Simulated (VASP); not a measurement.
# Ge8Mo3W (P4/mmm) in VASP: further runs

Runs on Ge8Mo3W. Level: PBE. Tasks: single point.

All numbers are computed with VASP 6.6.1; they aren't measurements. Logs are shortened: lines on timing, memory, paths and dates and some standing lists are left out, and cuts for length are marked.

### 1 The cell of the first run

Symmetry: P4/mmm, No. 123, tetragonal system. The conventional cell has a = 4.720 Å, b = 4.720 Å, c = 8.291 Å, α = 90.00°, β = 90.00°, γ = 90.00°. Within 3.6 Å of Ge (site symmetry 2mm) lie 9 Ge at 2.70 to 3.34 Å and 3 Mo at 2.72 to 2.80 Å and 2 W at 2.72 Å. Ge (site symmetry 4mm) has 9 Ge at 2.69 to 3.34 Å and 5 Mo at 2.72 to 2.80 Å within 3.5 Å. Within 3.5 Å of Ge (site symmetry 4mm) lie 9 Ge at 2.68 to 3.34 Å and 4 Mo at 2.71 Å and 1 W at 2.80 Å. Within 3.6 Å of Mo (site symmetry mmm) lie 10 Ge at 2.71 to 2.80 Å and 4 Mo at 3.34 Å. Mo (site symmetry 4/mmm) has 10 Ge at 2.72 to 2.80 Å and 4 W at 3.34 Å within 3.6 Å. Within 3.6 Å of W (site symmetry 4/mmm) lie 10 Ge at 2.72 to 2.80 Å and 4 Mo at 3.34 Å.

### 2 Single point, PBE

Contents of INCAR:

```
SYSTEM = Ge8Mo3W
PREC = Accurate ; ENCUT = 520
EDIFF = 1E-7 ; ISMEAR = 0
SIGMA = 0.1 ; LREAL = .False.
LASPH = .True. ; NELM = 60
ALGO = Normal ; ISIF = 2
LWAVE = .False. ; LCHARG = .True.
GGA = PE ; LELF = .True.
LVHAR = .True. ; NBANDS = 96
```

Contents of KPOINTS:

```
regular mesh
0
Gamma
  4 4 2
  0 0 0
```

Contents of POSCAR:

```
Ge8Mo3W
1.0
    4.7195740758      0.0000000000      0.0000000000
    0.0000000000      4.7195740758      0.0000000000
    0.0000000000      0.0000000000      8.2907762793
Ge Mo W
8 3 1
Direct
    0.0000000000      0.5000000000      0.3374010577
    0.0000000000      0.0000000000      0.8379294994
    0.5000000000      0.5000000000      0.8382879016
    0.5000000000      0.0000000000      0.3374010577
    0.0000000000      0.5000000000      0.6625989423
    0.0000000000      0.0000000000      0.1620705006
    0.5000000000      0.5000000000      0.1617120984
    0.5000000000      0.0000000000      0.6625989423
    0.0000000000      0.5000000000      0.0000000000
    0.0000000000      0.0000000000      0.5000000000
    0.5000000000      0.0000000000      0.0000000000
    0.5000000000      0.5000000000      0.5000000000
```

Potentials or basis: VASP PAW PBE potentials, release 64 (Ge_d, Mo_sv, W_sv).

On the command line:

```bash
$ cat potpaw_PBE.64/Ge_d/POTCAR potpaw_PBE.64/Mo_sv/POTCAR potpaw_PBE.64/W_sv/POTCAR > POTCAR
$ mpirun -np 1 vasp_std > vasp.out
```

OUTCAR:

```text
SYSTEM = Ge8Mo3W
   PREC = Accurate
   ENCUT = 520
   EDIFF = 1E-7
   ISMEAR = 0
   LREAL = .False.
   LASPH = .True.
   NELM = 60
   ISIF = 2
   GGA = PE

 ion  position               nearest neighbor table
   1  0.000  0.500  0.337-   5 2.70  10 2.72  12 2.72  10 2.72  12 2.72   6 2.77   6 2.77   7 2.77
                             7 2.77   9 2.80
   2  0.000  0.000  0.838-   6 2.69   9 2.72  11 2.72   9 2.72  11 2.72   5 2.77   5 2.77   8 2.77
                             8 2.77  10 2.80
   3  0.500  0.500  0.838-   7 2.68   9 2.71  11 2.71  11 2.71   9 2.71   8 2.77   5 2.77   5 2.77
                             8 2.77  12 2.80
   4  0.500  0.000  0.337-   8 2.70  10 2.72  12 2.72  12 2.72  10 2.72   6 2.77   6 2.77   7 2.77
                             7 2.77  11 2.80
   5  0.000  0.500  0.663-   1 2.70  10 2.72  12 2.72  10 2.72  12 2.72   2 2.77   2 2.77   3 2.77
                             3 2.77   9 2.80
   6  0.000  0.000  0.162-   2 2.69   9 2.72  11 2.72   9 2.72  11 2.72   1 2.77   1 2.77   4 2.77
                             4 2.77  10 2.80
   7  0.500  0.500  0.162-   3 2.68   9 2.71  11 2.71  11 2.71   9 2.71   4 2.77   1 2.77   1 2.77
                             4 2.77  12 2.80
   8  0.500  0.000  0.663-   4 2.70  10 2.72  12 2.72  12 2.72  10 2.72   2 2.77   2 2.77   3 2.77
                             3 2.77  11 2.80
   9  0.000  0.500  0.000-   3 2.71   7 2.71   3 2.71   7 2.71   2 2.72   6 2.72   6 2.72   2 2.72
                             1 2.80   5 2.80  11 3.34  11 3.34  11 3.34  11 3.34
  10  0.000  0.000  0.500-   1 2.72   4 2.72   5 2.72   8 2.72   1 2.72   5 2.72   4 2.72   8 2.72
                             6 2.80   2 2.80  12 3.34  12 3.34  12 3.34  12 3.34
  11  0.500  0.000  0.000-   3 2.71   7 2.71   3 2.71   7 2.71   6 2.72   2 2.72   2 2.72   6 2.72
                             4 2.80   8 2.80   9 3.34   9 3.34   9 3.34   9 3.34
  12  0.500  0.500  0.500-   1 2.72   4 2.72   5 2.72   8 2.72   4 2.72   8 2.72   1 2.72   5 2.72
                             7 2.80   3 2.80  10 3.34  10 3.34  10 3.34  10 3.34

  LATTYP: Found a simple tetragonal cell.
 ALAT       =     4.7195740758
 C/A-ratio  =     1.7566789177

  Lattice vectors:

 A1 = (   4.7195740758,   0.0000000000,   0.0000000000)
 A2 = (   0.0000000000,   4.7195740758,   0.0000000000)
 A3 = (   0.0000000000,   0.0000000000,   8.2907762793)

Analysis of symmetry for initial positions (statically):
=====================================================================
 Subroutine PRICEL returns:
 Original cell was already a primitive cell.

 Routine SETGRP: Setting up the symmetry group for a
 simple tetragonal supercell.

 Subroutine GETGRP returns: Found 16 space group operations
 (whereof 16 operations were pure point group operations)
 out of a pool of 16 trial point group operations.

The static configuration has the point symmetry D_4h.

Analysis of symmetry for dynamics (positions and initial velocities):
=====================================================================
 Subroutine PRICEL returns:
 Original cell was already a primitive cell.

 Routine SETGRP: Setting up the symmetry group for a
 simple tetragonal supercell.

 Subroutine GETGRP returns: Found 16 space group operations
 (whereof 16 operations were pure point group operations)
 out of a pool of 16 trial point group operations.

The dynamic configuration has the point symmetry D_4h.

 Subroutine INISYM returns: Found 16 space group operations
 (whereof 16 operations are pure point group operations),
 and found     1 'primitive' translations

----------------------------------------------------------------------------------------

                                     Primitive cell

  volume of cell :     184.6719

  direct lattice vectors                    reciprocal lattice vectors
     4.719574076  0.000000000  0.000000000     0.211883527  0.000000000  0.000000000
     0.000000000  4.719574076  0.000000000     0.000000000  0.211883527  0.000000000
     0.000000000  0.000000000  8.290776279     0.000000000  0.000000000  0.120615967

  length of vectors
     4.719574076  4.719574076  8.290776279     0.211883527  0.211883527  0.120615967

  position of ions in fractional coordinates (direct lattice)
     0.000000000  0.500000000  0.337401058
     0.000000000  0.000000000  0.837929499
     0.500000000  0.500000000  0.838287902
     0.500000000  0.000000000  0.337401058
     0.000000000  0.500000000  0.662598942
     0.000000000  0.000000000  0.162070501
     0.500000000  0.500000000  0.161712098
     0.500000000  0.000000000  0.662598942
     0.000000000  0.500000000  0.000000000
     0.000000000  0.000000000  0.500000000
[... 40 lines left out ...]
 ===========================================

 Found     12 irreducible k-points:

 Following reciprocal coordinates:
            Coordinates               Weight
  0.000000  0.000000  0.000000      1.000000
  0.250000  0.000000  0.000000      4.000000
  0.500000  0.000000  0.000000      2.000000
  0.250000  0.250000  0.000000      4.000000
  0.500000  0.250000  0.000000      4.000000
  0.500000  0.500000  0.000000      1.000000
  0.000000  0.000000  0.500000      1.000000
  0.250000  0.000000  0.500000      4.000000
  0.500000  0.000000  0.500000      2.000000
  0.250000  0.250000  0.500000      4.000000
  0.500000  0.250000  0.500000      4.000000
  0.500000  0.500000  0.500000      1.000000
   k-points           NKPTS =     12   k-points in BZ     NKDIM =     12   number of bands    NBANDS=     96
   number of dos      NEDOS =    301   number of ions     NIONS =     12
   total plane-waves  NPLWV =  82944
   dimension x,y,z NGX =    36 NGY =   36 NGZ =   64
   dimension x,y,z NGXF=    72 NGYF=   72 NGZF=  128
   ions per type =               8   3   1
   NGX,Y,Z   is equivalent  to a cutoff of  12.68, 12.68, 12.83 a.u.
   NGXF,Y,Z  is equivalent  to a cutoff of  25.36, 25.36, 25.67 a.u.
 SYSTEM =  Ge8Mo3W
   PREC   = accura    normal or accurate (medium, high low for compatibility)
   ISTART =      0    job   : 0-new  1-cont  2-samecut
   ICHARG =      2    charge: 1-file 2-atom 10-const
   ISPIN  =      1    spin polarized calculation?
   LNONCOLLINEAR =      F non collinear calculations
   LSORBIT =      F    spin-orbit coupling
   LASPH  =      T    aspherical Exc in radial PAW
   ENCUT  =  520.0 eV  38.22 Ry    6.18 a.u.   8.78  8.78 15.42*2*pi/ulx,y,z
   NELM   =     60;   NELMIN=  2; NELMDL= -5     # of ELM steps
   EDIFF  = 0.1E-06   stopping-criterion for ELM
   LREAL  =      F    real-space projection
   EDIFFG = 0.1E-05   stopping-criterion for IOM
   NSW    =      0    number of steps for IOM
   IBRION =     -1    ionic relax: 0-MD 1-quasi-New 2-CG
   NFREE  =      0    steps in history (QN), initial steepest desc. (CG)
   ISIF   =      2    stress and relaxation
   ISYM   =      2    0-nonsym 1-usesym 2-fastsym
   POTIM  = 0.5000    time-step for ionic-motion
   TEBEG  =    0.0;   TEEND  =   0.0 temperature during run
   PSTRESS=    0.0 pullay stress
   NELECT =     168.0000    total number of electrons
   NUPDOWN=      -1.0000    fix difference up-down
   EMIN   =  10.00;   EMAX   =-10.00  energy-range for DOS
   EFERMI =   0.00;   METHOD = LEGACY
   ISMEAR =     0;   SIGMA  =   0.10  broadening in eV -4-tet -1-fermi 0-gaus
   EFERMI_NEDOS =   21; number of points for ismear=-14 and -15
   IALGO  =     38    algorithm
   IMIX   =      4    mixing-type and parameters
     AMIX     =   0.40;   BMIX     =  1.00
     AMIX_MAG =   1.60;   BMIX_MAG =  1.00
  volume/ion in A,a.u.               =      15.39       103.85
  Fermi-wavevector in a.u.,A,eV,Ry     =   1.586272  2.997619 34.235780  2.516259
  Thomas-Fermi vector in A             =   2.685609
   LORBIT       =      0    0 simple, 1 ext, 2 COOP (PROOUT), +10 PAW based schemes
   GGA     = PE    functional components
   LHFCALC =     F    Hartree Fock is set to
   AEXX    =    0.0000 exact exchange contribution
   IVDW    =     0    specifies the selected vdW correction
   LEPSILON=     F    determine dielectric tensor
   LRPA    =     F    only Hartree local field effects (RPA)
 non-spin polarized calculation
 Gauss-broadening in eV      SIGMA  =   0.10
  energy-cutoff  :      520.00
  volume of cell :      184.67
 maximum number of plane-waves:      5023
 NGX is ok and might be reduce to    36
   NGX = 17   NGY = 17   NGZ = 31

 number of electron     168.0000117 magnetization

 Free energy of the ion-electron system (eV)
  ---------------------------------------------------
  ext. energy  EPLUGINS =         0.00000000
  ---------------------------------------------------
  free energy    TOTEN  =       -82.91625865 eV

  energy without entropy =      -82.89462107  energy(sigma->0) =      -82.90543986

 E-fermi :  10.0084     XC(G=0): -12.7662

 val. band max:        9.9829986297   @ k =   0.5000   0.5000   0.5000
 cond. band min:      10.0634023535   @ k =   0.5000   0.5000   0.5000
 fundamental gap:      0.0804037238
 Fermi energy:        10.0084415527

 k-point     1 :       0.0000    0.0000    0.0000
  band No.  band energies     occupation
      1     -63.9303      2.00000
      2     -50.8027      2.00000
      3     -50.7702      2.00000
      4     -50.7504      2.00000
      5     -28.1843      2.00000
      6     -28.1843      2.00000
[... 1177 lines left out ...]
     95      13.5984      0.00000
     96      13.6013      0.00000

------------------------ aborting loop because EDIFF is reached ----------------------------------------

  FORCE on cell =-STRESS in cart. coord.  units (eV):
  Direction    XX          YY          ZZ          XY          YZ          ZX
  --------------------------------------------------------------------------------------
  -------------------------------------------------------------------------------------
  Total        0.2126234      0.2126234      0.4203776      0.0000000     -0.0000000      0.0000000
  in kB        1.8446792      1.8446792      3.6471140      0.0000000     -0.0000000      0.0000000
  external PRESSURE =       2.4454908 kB  Pullay stress =       0.0000000 kB

 VOLUME and BASIS-vectors are now :
 -----------------------------------------------------------------------------
  energy-cutoff  :      520.00
  volume of cell :      184.67
      direct lattice vectors                 reciprocal lattice vectors
     4.719574076  0.000000000  0.000000000     0.211883527  0.000000000  0.000000000
     0.000000000  4.719574076  0.000000000     0.000000000  0.211883527  0.000000000
     0.000000000  0.000000000  8.290776279     0.000000000  0.000000000  0.120615967

 POSITION                                       TOTAL-FORCE (eV/Angst)
 -----------------------------------------------------------------------------------
      0.00000      2.35979      2.79732         0.000000     -0.000000     -0.008096
      0.00000      0.00000      6.94709         0.000000      0.000000     -0.010710
      2.35979      2.35979      6.95006         0.000000     -0.000000     -0.006853
      2.35979      0.00000      2.79732         0.000000     -0.000000     -0.008096
      0.00000      2.35979      5.49346         0.000000     -0.000000      0.008096
      0.00000      0.00000      1.34369        -0.000000     -0.000000      0.010710
      2.35979      2.35979      1.34072         0.000000     -0.000000      0.006853
      2.35979      0.00000      5.49346         0.000000     -0.000000      0.008096
      0.00000      2.35979      0.00000         0.000000     -0.000000     -0.000000
      0.00000      0.00000      4.14539         0.000000     -0.000000     -0.000000
      2.35979      0.00000      0.00000         0.000000     -0.000000     -0.000000
      2.35979      2.35979      4.14539         0.000000     -0.000000     -0.000000
 -----------------------------------------------------------------------------------
    total drift:                                0.000000     -0.000000     -0.000000

  FREE ENERGIE OF THE ION-ELECTRON SYSTEM (eV)
  ---------------------------------------------------
  free  energy   TOTEN  =       -82.9162586488 eV

  energy  without entropy=      -82.8946210739  energy(sigma->0) =      -82.90543986
```

Wall time 4.9 min (1 thread of AMD EPYC 7R43 (Zen 3), shared host); peak memory 0.33 GiB.

Results:

| Quantity | Value |
| --- | --- |
| Free energy | -82.9163 eV |
| Pressure | 0.2 GPa |
| Largest force | 0.011 eV/Å |
| Band gap on the k mesh | zero (band 84 reaches 10.06 eV, above the bottom of band 85 at 9.98 eV) |

Forces in eV/Å, atoms in the order of the input:
```
Ge   0.000  0.000 -0.008
Ge   0.000  0.000 -0.011
Ge   0.000  0.000 -0.007
Ge   0.000  0.000 -0.008
Ge   0.000  0.000  0.008
Ge   0.000  0.000  0.011
Ge   0.000  0.000  0.007
Ge   0.000  0.000  0.008
Mo   0.000  0.000  0.000
Mo   0.000  0.000  0.000
Mo   0.000  0.000  0.000
W    0.000  0.000  0.000
```

Stress tensor (GPa, compression positive):
```
0.18 0.00 0.00
0.00 0.18 0.00
0.00 0.00 0.36
```

Caveat: the k points lie up to 0.38 Å⁻¹ apart; spin-orbit coupling is left out, which moves the levels of the heavy elements.

### 3 Single point, PBE

This run uses another cell than the first one, of 18.80 Å³/atom, 1.221 times its volume.

Contents of INCAR:

```
SYSTEM = Ge8Mo3W
PREC = Accurate
ENCUT = 520
EDIFF = 1E-6
ISMEAR = 0
SIGMA = 0.1
LREAL = .False.
LASPH = .True.
NELM = 100
ALGO = Normal
ISIF = 2
LWAVE = .False.
LCHARG = .False.
GGA = PE
NBANDS = 96
```

Contents of KPOINTS:

```
Automatic mesh
0
Gamma
  4 4 2
  0 0 0
```

Contents of POSCAR:

```
Ge8Mo3W
1.0
    5.0565063300      0.0000000000      0.0000000000
    0.0000000000      5.0565063300      0.0000000000
    0.0000000000      0.0000000000      8.8224142600
Ge Mo W
8 3 1
Direct
    0.0000000000      0.5000000000      0.3332999900
    0.0000000000      0.0000000000      0.8332999900
    0.5000000000      0.5000000000      0.8332999900
    0.5000000000      0.0000000000      0.3332999900
    0.0000000000      0.5000000000      0.6667000100
    0.0000000000      0.0000000000      0.1667000100
    0.5000000000      0.5000000000      0.1667000100
    0.5000000000      0.0000000000      0.6667000100
    0.0000000000      0.5000000000      0.0000000000
    0.0000000000      0.0000000000      0.5000000000
    0.5000000000      0.0000000000      0.0000000000
    0.5000000000      0.5000000000      0.5000000000
```

Potentials or basis: VASP PAW PBE potentials, release 64 (Ge_d, Mo_sv, W_sv).

On the command line:

```bash
$ cat potpaw_PBE.64/Ge_d/POTCAR potpaw_PBE.64/Mo_sv/POTCAR potpaw_PBE.64/W_sv/POTCAR > POTCAR
$ mpirun -np 1 vasp_std > vasp.out
```

Run time: 5.7 min. Hardware: 1 thread of AMD EPYC 7R43 (Zen 3), shared host; peak memory 0.41 GiB.

It converged, with:

| Property | Result |
| --- | --- |
| Free energy | -79.6098 eV |
| Pressure | -20.5 GPa |
| Largest force | 0.756 eV/Å |
| Band gap on the k mesh | zero (band 84 reaches 7.55 eV, above the bottom of band 85 at 7.32 eV) |

Forces in eV/Å, atoms in the order of the input:
```
Ge   0.000  0.000  0.752
Ge   0.000  0.000  0.736
Ge   0.000  0.000  0.756
Ge   0.000  0.000  0.752
Ge   0.000  0.000 -0.752
Ge   0.000  0.000 -0.736
Ge   0.000  0.000 -0.756
Ge   0.000  0.000 -0.752
Mo   0.000  0.000  0.000
Mo   0.000  0.000  0.000
Mo   0.000  0.000  0.000
W    0.000  0.000  0.000
```

Stress tensor (GPa, compression positive):
```
-20.11   0.00   0.00
  0.00 -20.11   0.00
  0.00   0.00 -21.19
```

Levels at points of the mesh, in eV from the Fermi level:
| k point | band 80 | band 81 | band 82 | band 83 | band 84 | band 85 | band 86 | band 87 | band 88 | band 89 |
| --- | --- | --- | --- | --- | --- | --- | --- | --- | --- | --- |
| (0.00, 0.00, 0.00) | -0.57 | -0.18 | -0.18 | -0.18 | -0.18 | 0.49 | 0.59 | 1.40 | 1.48 | 1.49 |
| (0.50, 0.00, 0.00) | -1.05 | -1.04 | -1.04 | -0.31 | -0.25 | 0.51 | 0.62 | 0.93 | 1.05 | 1.26 |
| (0.50, 0.50, 0.00) | -1.39 | -0.06 | -0.06 | -0.01 | -0.01 | 1.40 | 1.40 | 1.45 | 1.54 | 1.57 |
| (0.00, 0.00, 0.50) | -1.22 | -1.16 | -1.16 | -0.51 | -0.33 | -0.11 | 0.01 | 0.49 | 0.59 | 1.48 |
| (0.50, 0.00, 0.50) | -1.21 | -1.21 | -1.20 | -1.18 | -1.18 | 0.88 | 0.90 | 0.98 | 1.09 | 1.24 |
| (0.50, 0.50, 0.50) | -1.43 | 0.06 | 0.07 | 0.11 | 0.11 | 1.45 | 1.45 | 1.45 | 1.53 | 1.69 |

Caveat: spin-orbit coupling is left out, which moves the levels of the heavy elements.
